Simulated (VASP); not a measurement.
Here is a VASP 6.6.1 calculation.

File POSCAR:

```
SrCl2
1.0
    0.0000000000      3.4976509443      3.4976509443
    3.4976509443      0.0000000000      3.4976509443
    3.4976509443      3.4976509443      0.0000000000
Sr Cl
1 2
Direct
    0.0000000000      0.0000000000      0.0000000000
    0.2500000000      0.2500000000      0.2500000000
    0.7500000000      0.7500000000      0.7500000000
```

File INCAR.step1:

```
ALGO = Normal
EDIFF = 1E-5
ENCUT = 550
GGA = PE
GGA_COMPAT = F
ISMEAR = 0
LASPH = T
LCHARG = F
LREAL = F
LWAVE = T
NBANDS = 19
NELM = 120
PREC = Accurate
SIGMA = 0.01
```

Contents of INCAR.step2:

```
ALGO = Normal
EDIFF = 1E-6
ENCUT = 550
GGA_COMPAT = F
ISIF = 2
ISMEAR = 0
ISTART = 1
IVDW = 13
LASPH = T
LCHARG = F
LMIXTAU = T
LREAL = F
LWAVE = F
METAGGA = R2SCAN
NBANDS = 19
NELM = 120
PREC = Accurate
SIGMA = 0.01
VDW_A1 = 0.51559235
VDW_A2 = 5.77342911
VDW_S6 = 1.0
VDW_S8 = 0.6018749
```

The input KPOINTS:

```
k-points
0
Gamma
  4 4 4
```

Potentials or basis: VASP PAW PBE potentials, release 64 (Sr_sv, Cl).

Command:

```console
$ cat potpaw_PBE.64/Sr_sv/POTCAR potpaw_PBE.64/Cl/POTCAR > POTCAR
$ cp INCAR.step1 INCAR
$ mpirun -np 1 vasp_std > vasp.out
$ cp INCAR.step2 INCAR
$ mpirun -np 1 vasp_std > vasp.out
```

(1) Estimate the dispersion energy per atom.

(2) What does it give for the band gap on the k mesh?

(3) Predict the pressure.

## Answers

(1) -0.072 eV.

(2) 5.94 eV (least direct gap 5.99 eV).

(3) -0.4 GPa.

Caveat: the PAW data sets were made with another functional, which shifts forces and pressure a little.
